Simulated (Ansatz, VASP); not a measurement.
Two plane-wave programs on CsI

The input INCAR:

```
SYSTEM = CsI
ALGO = Normal ; EDIFF = 1E-6
ENCUT = 500 ; GGA = PS
GGA_COMPAT = .False. ; ISIF = 2
ISMEAR = 0 ; LASPH = .True.
LCHARG = .False. ; LREAL = .False.
LWAVE = .False. ; NBANDS = 15
NELM = 120 ; PREC = Accurate
SIGMA = 0.05
```

Contents of KPOINTS:

```
k-points
0
Gamma
  8 8 8
  0 0 0
```

The input POSCAR:

```
CsI
1.0
    4.6654671083      0.0000000000      0.0000000000
    0.0000000000      4.6654671083      0.0000000000
    0.0000000000      0.0000000000      4.6654671083
Cs I
1 1
Direct
    0.0000000000      0.0000000000      0.0000000000
    0.5000000000      0.5000000000      0.5000000000
```

Input for Ansatz:

```yaml
crystal:
  lattice:
    - [4.6654671083, 0.0, 0.0]
    - [0.0, 4.6654671083, 0.0]
    - [0.0, 0.0, 4.6654671083]
  atoms:
    - { symbol: Cs, position: [0.0, 0.0, 0.0] }
    - { symbol: I, position: [0.5, 0.5, 0.5] }
basis:
  ecutwfc: 420
  ecutrho_ratio: 4
kpoints:
  mp_grid: { grid: [8, 8, 8] }
hamiltonian:
  xc: pbesol
scf:
  occupations: { method: gaussian, width: 0.05 }
output:
  forces: true
  stress: true
  eigenvalues: true
  populations: true
```

Alike in both runs: task single point; functional PBEsol; k mesh 8 × 8 × 8; occupations gaussian, width 0.05 eV; no spin polarisation.

|  | VASP | Ansatz |
| --- | --- | --- |
| version | VASP 6.6.1 | Ansatz 0.2.0 |
| potentials or method | VASP PAW PBE potentials, release 64 (Cs_sv, I), cutoff 500 eV | scalar-relativistic, plane waves, PAW |
| valence electrons in the cell | 16 | 26 |

|  | VASP | Ansatz | Ansatz less VASP |
| --- | --- | --- | --- |
| gap on the k mesh at the Fermi level (eV) | 3.52 | 3.53 | +0.010 |
| least direct gap on the mesh (eV) | 3.62 | 3.62 | +0.008 |
| pressure (GPa) | -1.0 | -1.0 | -0.03 |

VASP's potentials were made for PBE, not for PBEsol. VASP's potentials hold 16 valence electrons a cell and Ansatz's 26, so a difference there can come from the potentials and not from the codes.

Spin-orbit coupling is off throughout.
